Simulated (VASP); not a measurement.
# Na2HF (P-6m2) in VASP: single point with HSE06

Aim: the single point of Na2HF with HSE06.

Everything below comes from runs of VASP 6.6.1. Logs are shortened: lines on timing, memory, paths and dates and some standing lists are left out, and cuts for length are marked.

### 1 The cell of the first run

It takes space group P-6m2 (No. 187, hexagonal). The conventional cell has a = 3.293 Å, b = 3.293 Å, c = 5.781 Å, α = 90.00°, β = 90.00°, γ = 120.00°. Na (site symmetry 3m) has 3 F at 2.38 Å and 3 H at 2.40 Å and 2 Na at 2.85 to 2.93 Å within 3.1 Å. H (site symmetry -6m2) has 6 Na at 2.40 Å and 6 H at 3.29 Å within 3.3 Å. F (site symmetry -6m2) has 6 Na at 2.38 Å within 3.1 Å.

### 2 Single point, HSE06

POSCAR reads:

```
Na2HF
1.0
    3.2934277718      0.0000000000      0.0000000000
   -1.6467138859      2.8521921160      0.0000000000
    0.0000000000      0.0000000000      5.7808303234
Na H F
2 1 1
Direct
    0.6666666667      0.3333333333      0.2538019910
    0.6666666667      0.3333333333      0.7461980090
    0.0000000000      0.0000000000      0.0000000000
    0.3333333333      0.6666666667      0.5000000000
```

INCAR.step1 reads:

```
ALGO = Normal
EDIFF = 1E-5
ENCUT = 520
GGA = PE
ISIF = 2
ISMEAR = 0
KPAR = 2
LASPH = True
LCHARG = False
LREAL = False
LWAVE = True
NBANDS = 19
NELM = 60
PREC = Accurate
SIGMA = 0.02
```

INCAR.step2 reads:

```
ALGO = Normal
EDIFF = 1E-7
ENCUT = 520
GGA = PE
HFSCREEN = 0.2079
ISIF = 2
ISMEAR = 0
ISTART = 1
KPAR = 2
LASPH = True
LCHARG = False
LHFCALC = True
LREAL = False
LWAVE = False
NBANDS = 19
NELM = 60
PREC = Accurate
PRECFOCK = Normal
SIGMA = 0.02
```

KPOINTS reads:

```
k-points
0
Gamma
  6 6 4
```

Potentials or basis: VASP PAW PBE potentials, release 64 (Na_pv, H, F).

Run with:

```sh
$ cat potpaw_PBE.64/Na_pv/POTCAR potpaw_PBE.64/H/POTCAR potpaw_PBE.64/F/POTCAR > POTCAR
$ cp INCAR.step1 INCAR
$ mpirun -np 2 vasp_std > vasp.out
$ cp INCAR.step2 INCAR
$ mpirun -np 2 vasp_std > vasp.out
```

OUTCAR:

```text
EDIFF = 1E-7
   ENCUT = 520
   GGA = PE
   HFSCREEN = 0.2079
   ISIF = 2
   ISMEAR = 0
   ISTART = 1
   LASPH = True
   LHFCALC = True
   LREAL = False
   NELM = 60
   PREC = Accurate
   PRECFOCK = Normal

 ion  position               nearest neighbor table
   1  0.667  0.333  0.254-
   2  0.667  0.333  0.746-
   3  0.000  0.000  0.000-
   4  0.333  0.667  0.500-

  LATTYP: Found a hexagonal cell.
 ALAT       =     3.2934277718
 C/A-ratio  =     1.7552625179

  Lattice vectors:

 A1 = (   3.2934277718,   0.0000000000,   0.0000000000)
 A2 = (  -1.6467138859,   2.8521921160,   0.0000000000)
 A3 = (   0.0000000000,   0.0000000000,   5.7808303234)

Analysis of symmetry for initial positions (statically):
=====================================================================
 Subroutine PRICEL returns:
 Original cell was already a primitive cell.

 Routine SETGRP: Setting up the symmetry group for a
 hexagonal supercell.

 Subroutine GETGRP returns: Found 12 space group operations
 (whereof 12 operations were pure point group operations)
 out of a pool of 24 trial point group operations.

The static configuration has the point symmetry D_3h.

Analysis of symmetry for dynamics (positions and initial velocities):
=====================================================================
 Subroutine PRICEL returns:
 Original cell was already a primitive cell.

 Routine SETGRP: Setting up the symmetry group for a
 hexagonal supercell.

 Subroutine GETGRP returns: Found 12 space group operations
 (whereof 12 operations were pure point group operations)
 out of a pool of 24 trial point group operations.

The dynamic configuration has the point symmetry D_3h.

 Subroutine INISYM returns: Found 12 space group operations
 (whereof 12 operations are pure point group operations),
 and found     1 'primitive' translations

----------------------------------------------------------------------------------------

                                     Primitive cell

  volume of cell :      54.3022

  direct lattice vectors                    reciprocal lattice vectors
     3.293427772  0.000000000  0.000000000     0.303635018  0.175303759  0.000000000
    -1.646713886  2.852192116  0.000000000     0.000000000  0.350607518  0.000000000
     0.000000000  0.000000000  5.780830323     0.000000000  0.000000000  0.172985530

  length of vectors
     3.293427772  3.293427772  5.780830323     0.350607518  0.350607518  0.172985530

  position of ions in fractional coordinates (direct lattice)
     0.666666667  0.333333333  0.253801991
     0.666666667  0.333333333  0.746198009
     0.000000000  0.000000000  0.000000000
     0.333333333  0.666666667  0.500000000

  ion indices of the primitive-cell ions
   primitive index   ion index
                 1           1
                 2           2
                 3           3
                 4           4

----------------------------------------------------------------------------------------

 KPOINTS: k-points

Automatic generation of k-mesh.
 Grid dimensions read from file:
 generate k-points for:    6    6    4

 Generating k-lattice:

  Cartesian coordinates                     Fractional coordinates (reciprocal lattice)
     0.050605836  0.029217293  0.000000000     0.166666667 -0.000000000  0.000000000
     0.000000000  0.058434586  0.000000000     0.000000000  0.166666667  0.000000000
     0.000000000  0.000000000  0.043246383     0.000000000  0.000000000  0.250000000

  Length of vectors
     0.058434586  0.058434586  0.043246383

  Shift w.r.t. Gamma in fractional coordinates (k-lattice)
     0.000000000  0.000000000  0.000000000

 Subroutine IBZKPT returns following result:
 ===========================================

 Found     21 irreducible k-points:

 Following reciprocal coordinates:
            Coordinates               Weight
  0.000000  0.000000  0.000000      1.000000
  0.166667  0.000000  0.000000      6.000000
  0.333333  0.000000  0.000000      6.000000
  0.500000 -0.000000  0.000000      3.000000
  0.166667  0.166667  0.000000      6.000000
  0.333333  0.166667  0.000000     12.000000
[... 13 lines left out ...]
  0.333333  0.166667  0.500000     12.000000
  0.333333  0.333333  0.500000      2.000000
   k-points           NKPTS =     21   k-points in BZ     NKDIM =    144   number of bands    NBANDS=     19
   number of dos      NEDOS =    301   number of ions     NIONS =      4
   total plane-waves  NPLWV =  27648
   dimension x,y,z NGX =    24 NGY =   24 NGZ =   48
   dimension x,y,z NGXF=    48 NGYF=   48 NGZF=   96
   ions per type =               2   1   1
   NGX,Y,Z   is equivalent  to a cutoff of  12.11, 12.11, 13.80 a.u.
   NGXF,Y,Z  is equivalent  to a cutoff of  24.23, 24.23, 27.61 a.u.
 SYSTEM =  unknown system
   PREC   = accura    normal or accurate (medium, high low for compatibility)
   ISTART =      1    job   : 0-new  1-cont  2-samecut
   ICHARG =      0    charge: 1-file 2-atom 10-const
   ISPIN  =      1    spin polarized calculation?
   LNONCOLLINEAR =      F non collinear calculations
   LSORBIT =      F    spin-orbit coupling
   LASPH  =      T    aspherical Exc in radial PAW
   ENCUT  =  520.0 eV  38.22 Ry    6.18 a.u.   6.12  6.12 10.75*2*pi/ulx,y,z
   NELM   =     60;   NELMIN=  2; NELMDL=  0     # of ELM steps
   EDIFF  = 0.1E-06   stopping-criterion for ELM
   LREAL  =      F    real-space projection
   EDIFFG = 0.1E-05   stopping-criterion for IOM
   NSW    =      0    number of steps for IOM
   IBRION =     -1    ionic relax: 0-MD 1-quasi-New 2-CG
   NFREE  =      0    steps in history (QN), initial steepest desc. (CG)
   ISIF   =      2    stress and relaxation
   ISYM   =      3    0-nonsym 1-usesym 2-fastsym
   POTIM  = 0.5000    time-step for ionic-motion
   TEBEG  =    0.0;   TEEND  =   0.0 temperature during run
   PSTRESS=    0.0 pullay stress
   NELECT =      22.0000    total number of electrons
   NUPDOWN=      -1.0000    fix difference up-down
   EMIN   =  10.00;   EMAX   =-10.00  energy-range for DOS
   EFERMI =   0.00;   METHOD = LEGACY
   ISMEAR =     0;   SIGMA  =   0.02  broadening in eV -4-tet -1-fermi 0-gaus
   EFERMI_NEDOS =   21; number of points for ismear=-14 and -15
   IALGO  =     38    algorithm
   IMIX   =      1    mixing-type and parameters
     AMIX     =   0.40;   BMIX     =  1.00
     AMIX_MAG =   1.60;   BMIX_MAG =  1.00
  volume/ion in A,a.u.               =      13.58        91.61
  Fermi-wavevector in a.u.,A,eV,Ry     =   1.211370  2.289157 19.965412  1.467416
  Thomas-Fermi vector in A             =   2.346887
   LORBIT       =      0    0 simple, 1 ext, 2 COOP (PROOUT), +10 PAW based schemes
   GGA     = PE    functional components
   LHFCALC =     T    Hartree Fock is set to
   PRECFOCK=normal    Normal, Fast or Accurate (Low or Medium for compatibility)
   ENCUT4O =  -1.0   cutoff for four orbital integrals eV
   NKREDX  =     1    reduce k-point grid by
   NKREDY  =     1    reduce k-point grid by
   NKREDZ  =     1    reduce k-point grid by
   AEXX    =    0.2500 exact exchange contribution
   HFSCREEN=    0.2079 screening length (either q_TF or 0.3 A-1)
   HFSCREENC=   0.2079 screening length for correlation (either q_TF or 0.3 A-1)
   ENCUTFOCK=  -1.0 apply spherical cutoff to Coloumb kernel
   IVDW    =     0    specifies the selected vdW correction
   LEPSILON=     F    determine dielectric tensor
   LRPA    =     F    only Hartree local field effects (RPA)
 non-spin polarized calculation
 Gauss-broadening in eV      SIGMA  =   0.02
  energy-cutoff  :      520.00
  volume of cell :       54.30
 maximum number of plane-waves:      1488
  NGX = 20; NGY = 20; NGZ = 36

 number of electron      21.9999989 magnetization

 Free energy of the ion-electron system (eV)
  ---------------------------------------------------
  ext. energy  EPLUGINS =         0.00000000
  ---------------------------------------------------
  free energy    TOTEN  =       -15.86590946 eV

  energy without entropy =      -15.86590946  energy(sigma->0) =      -15.86590946

 E-fermi :  -0.9804     XC(G=0):  -6.8987

 val. band max:       -1.1099490384   @ k =   0.3333   0.3333   0.0000
 cond. band min:       3.2730590526   @ k =   0.0000   0.0000   0.5000
 fundamental gap:      4.3830080910
 Fermi energy:        -0.9803709853

 k-point     1 :       0.0000    0.0000    0.0000
  band No.  band energies     occupation
      1     -26.0489      2.00000
      2     -25.5593      2.00000
      3     -25.5593      2.00000
      4     -25.5374      2.00000
      5     -25.5374      2.00000
      6     -25.5137      2.00000
[... 11 lines left out ...]
     18      17.8860      0.00000
     19      17.8860      0.00000

 k-point     2 :       0.1667    0.0000    0.0000
  band No.  band energies     occupation
      1     -26.0186      2.00000
      2     -25.6083      2.00000
      3     -25.5651      2.00000
      4     -25.5595      2.00000
      5     -25.5422      2.00000
      6     -25.5108      2.00000
[... 11 lines left out ...]
     18      15.7394      0.00000
     19      16.6988      0.00000

 k-point     3 :       0.3333    0.0000    0.0000
  band No.  band energies     occupation
      1     -25.9677      2.00000
      2     -25.6762      2.00000
      3     -25.6033      2.00000
      4     -25.5766      2.00000
      5     -25.5519      2.00000
      6     -25.5052      2.00000
[... 11 lines left out ...]
     18      13.1848      0.00000
     19      17.2711      0.00000

 k-point     4 :       0.5000   -0.0000    0.0000
  band No.  band energies     occupation
      1     -25.9527      2.00000
      2     -25.6922      2.00000
      3     -25.6250      2.00000
      4     -25.5823      2.00000
      5     -25.5568      2.00000
      6     -25.5024      2.00000
[... 341 lines left out ...]
     18      15.0715      0.00000
     19      16.8117      0.00000

 k-point    20 :       0.3333    0.1667    0.5000
  band No.  band energies     occupation
      1     -25.9242      2.00000
      2     -25.6282      2.00000
      3     -25.6165      2.00000
      4     -25.5903      2.00000
      5     -25.5865      2.00000
      6     -25.5787      2.00000
[... 11 lines left out ...]
     18      14.2987      0.00000
     19      16.0898      0.00000

 k-point    21 :       0.3333    0.3333    0.5000
  band No.  band energies     occupation
      1     -25.9082      2.00000
      2     -25.6146      2.00000
      3     -25.6132      2.00000
      4     -25.6120      2.00000
      5     -25.6090      2.00000
      6     -25.5841      2.00000
[... 11 lines left out ...]
     18      14.8457      0.00000
     19      16.5175      0.00000

------------------------ aborting loop because EDIFF is reached ----------------------------------------

  FORCE on cell =-STRESS in cart. coord.  units (eV):
  Direction    XX          YY          ZZ          XY          YZ          ZX
  --------------------------------------------------------------------------------------
  -------------------------------------------------------------------------------------
  Total       -0.3422191     -0.3422191     -0.3756222      0.0000000      0.0000000     -0.0000000
  in kB      -10.0971246    -10.0971246    -11.0826769      0.0000000      0.0000000     -0.0000000
  external PRESSURE =     -10.4256421 kB  Pullay stress =       0.0000000 kB

 VOLUME and BASIS-vectors are now :
 -----------------------------------------------------------------------------
  energy-cutoff  :      520.00
  volume of cell :       54.30
      direct lattice vectors                 reciprocal lattice vectors
     3.293427772  0.000000000  0.000000000     0.303635018  0.175303759  0.000000000
    -1.646713886  2.852192116  0.000000000     0.000000000  0.350607518  0.000000000
     0.000000000  0.000000000  5.780830323     0.000000000  0.000000000  0.172985530

 POSITION                                       TOTAL-FORCE (eV/Angst)
 -----------------------------------------------------------------------------------
      1.64671      0.95073      1.46719         0.000000     -0.000000      0.066540
      1.64671      0.95073      4.31364         0.000000      0.000000     -0.066540
      0.00000      0.00000      0.00000        -0.000000      0.000000      0.000000
     -0.00000      1.90146      2.89042        -0.000000      0.000000      0.000000
 -----------------------------------------------------------------------------------
    total drift:                                0.000001     -0.000001     -0.000000

  FREE ENERGIE OF THE ION-ELECTRON SYSTEM (eV)
  ---------------------------------------------------
  free  energy   TOTEN  =       -15.8659094588 eV

  energy  without entropy=      -15.8659094588  energy(sigma->0) =      -15.86590946
```

Wall time 17 min (2 MPI ranks of Intel Xeon 6975P-C (Granite Rapids), shared host); peak memory 0.28 GiB.

Results:

```yaml
Free_energy: -15.8659 eV
Pressure: -1.0 GPa
Largest_force: 0.067 eV/Å
Band_gap_on_the_k_mesh: 4.38 eV (least direct gap 6.17 eV)
```

Forces in eV/Å, atoms in the order of the input:
```
Na   0.000  0.000  0.067
Na   0.000  0.000 -0.067
H    0.000  0.000  0.000
F    0.000  0.000  0.000
```

Stress tensor (GPa, compression positive):
```
-1.01  0.00  0.00
 0.00 -1.01  0.00
 0.00  0.00 -1.11
```

Caveat: the PAW data sets were made with another functional, which shifts forces and pressure a little. A k mesh can miss the band edges.
